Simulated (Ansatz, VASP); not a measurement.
KI in VASP and in Ansatz

File INCAR:

```
PREC = Accurate
ENCUT = 520
EDIFF = 1E-6
ISMEAR = -1
SIGMA = 0.02
LREAL = F
LASPH = T
NELM = 80
ALGO = Normal
ISIF = 2
LWAVE = F
LCHARG = T
GGA = PE
LELF = T
LVHAR = T
NBANDS = 15
```

KPOINTS

```
Automatic mesh
0
Gamma
  6 6 6
```

File POSCAR:

```
KI
1.0
    0.0000000000      3.5797280960      3.5797280960
    3.5797280960      0.0000000000      3.5797280960
    3.5797280960      3.5797280960      0.0000000000
K I
1 1
Direct
    0.0000000000      0.0000000000      0.0000000000
    0.5000000000      0.5000000000      0.5000000000
```

Input for Ansatz:

```yaml
crystal:
  lattice:
    - [0.0, 3.579728096, 3.579728096]
    - [3.579728096, 0.0, 3.579728096]
    - [3.579728096, 3.579728096, 0.0]
  atoms:
    - { symbol: K, position: [0.0, 0.0, 0.0] }
    - { symbol: I, position: [0.5, 0.5, 0.5] }
kpoints:
  mp_grid: { grid: [6, 6, 6] }
  band_path:
    path:
      - [0.0, 0.0, 0.0]
      - [0.5, 0.0, 0.5]
      - [0.625, 0.25, 0.625]
      - [0.375, 0.375, 0.75]
      - [0.5, 0.5, 0.5]
      - [0.5, 0.25, 0.75]
    npoints: 1
hamiltonian:
  xc: pbe
scf:
  occupations: { method: fermi_dirac, width: 0.02 }
  n_extra_bands: 4
output:
  forces: true
  stress: true
  eigenvalues: true
```

Change from the starting cell: hydrostatic strain +1.0%.

Alike in both runs: task single point; functional PBE; k mesh 6 × 6 × 6; occupations fermi-dirac, width 0.02 eV; no spin polarisation.

|  | VASP | Ansatz |
| --- | --- | --- |
| version | VASP 6.6.1 | Ansatz 0.2.0 |
| potentials or method | VASP PAW PBE potentials, release 64 (K_sv, I) | plane waves, PAW |
| plane-wave cutoff (eV) | 520 | 420 |
| valence electrons in the cell | 16 | 26 |

Ansatz gave:

| Item | Value |
| --- | --- |
| gap on the k mesh at the Fermi level (eV) | 3.88 |
| pressure (GPa) | 0.1 |

What did VASP give for the same quantities?

gap on the k mesh at the Fermi level (eV): 3.87; pressure (GPa): 0.1.

VASP's potentials hold 16 valence electrons a cell and Ansatz's 26, so a difference there can come from the potentials and not from the codes.

Neither program's run includes spin-orbit coupling.
